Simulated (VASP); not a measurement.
# CuP: single point with PBE

CuP:

```
CELL_PARAMETERS angstrom
3.02068 0.00000 0.00000
0.00000 3.02068 0.00000
0.00000 0.00000 3.02068
ATOMIC_POSITIONS crystal
Cu 0.00000 0.00000 0.00000
P 0.50000 0.50000 0.50000
```

```
Program             : VASP 6.6.1
Task                : single point
Functional          : PBE
Potentials or basis : VASP PAW PBE potentials, release 64 (Cu, P)
Cutoff              : 520 eV
k mesh              : 6 × 6 × 6
Occupations         : gaussian, width 0.1 eV
Spin                : no spin polarisation
```

The pressure is 0.6 GPa. The band gap on the k mesh is zero (band 8 reaches 11.37 eV, above the bottom of band 9 at 7.54 eV).

Levels at points of the mesh, in eV from the Fermi level:
| k point | band 6 | band 7 | band 8 | band 9 | band 10 | band 11 |
| --- | --- | --- | --- | --- | --- | --- |
| (0.00, 0.00, 0.00) | -3.19 | 0.04 | 0.04 | 0.04 | 3.84 | 6.03 |
| (0.50, 0.00, 0.00) | -3.13 | -2.69 | 2.70 | 2.70 | 6.63 | 6.71 |
| (0.50, 0.50, 0.00) | -3.52 | -2.84 | -2.50 | -0.42 | 2.82 | 10.10 |
| (0.50, 0.50, 0.50) | -2.82 | -0.22 | -0.22 | -0.22 | 1.06 | 1.06 |

Wall time 3.8 s on 1 thread of Intel(R) Xeon(R) 6975P-C (Granite Rapids), on a shared host, peak memory 0.13 GiB.
